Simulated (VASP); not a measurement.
Write the native input for VASP 6.6.1 that does the following.

```
Task                   : single point
Functional             : PBE
Potentials or basis    : VASP PAW PBE potentials, release 64 (Cr_pv)
Cutoff                 : 520 eV
k mesh                 : 28 × 28 × 28
Occupations            : gaussian, width 0.1 eV
Spin                   : no spin polarisation
Dipole correction      : no
Further INCAR settings : ALGO = Normal; EDIFF = 1e-06; NBANDS = 12
```

The structure of Cr lies in POSCAR:

```
Cr
1.0
   -1.4240027785      1.4240027785      1.4240027785
    1.4240027785     -1.4240027785      1.4240027785
    1.4240027785      1.4240027785     -1.4240027785
Cr
1
Direct
    0.0000000000      0.0000000000      0.0000000000
```

One way to write it, as run:

INCAR

```
ALGO = Normal
EDIFF = 1E-6
ENCUT = 520
GGA = PE
ISIF = 2
ISMEAR = 0
LASPH = T
LCHARG = F
LREAL = F
LWAVE = F
NBANDS = 12
NELM = 80
PREC = Accurate
SIGMA = 0.1
```

KPOINTS

```
k-points
0
Gamma
  28 28 28
```

Potentials or basis: VASP PAW PBE potentials, release 64 (Cr_pv).

Command:

```console
$ cat potpaw_PBE.64/Cr_pv/POTCAR > POTCAR
$ mpirun -np 1 vasp_std > vasp.out
```

It gave:

```
Pressure               : -0.5 GPa
Band gap on the k mesh : zero (band 6 reaches 13.41 eV, above the bottom of band 7 at 10.06 eV)
```

Caveat: the run has no spin polarisation, though such a crystal can be magnetic.

Wall time 28 s on 1 thread of AMD EPYC 9R45 96-Core Processor (Zen 5), on a shared host, peak memory 0.16 GiB.
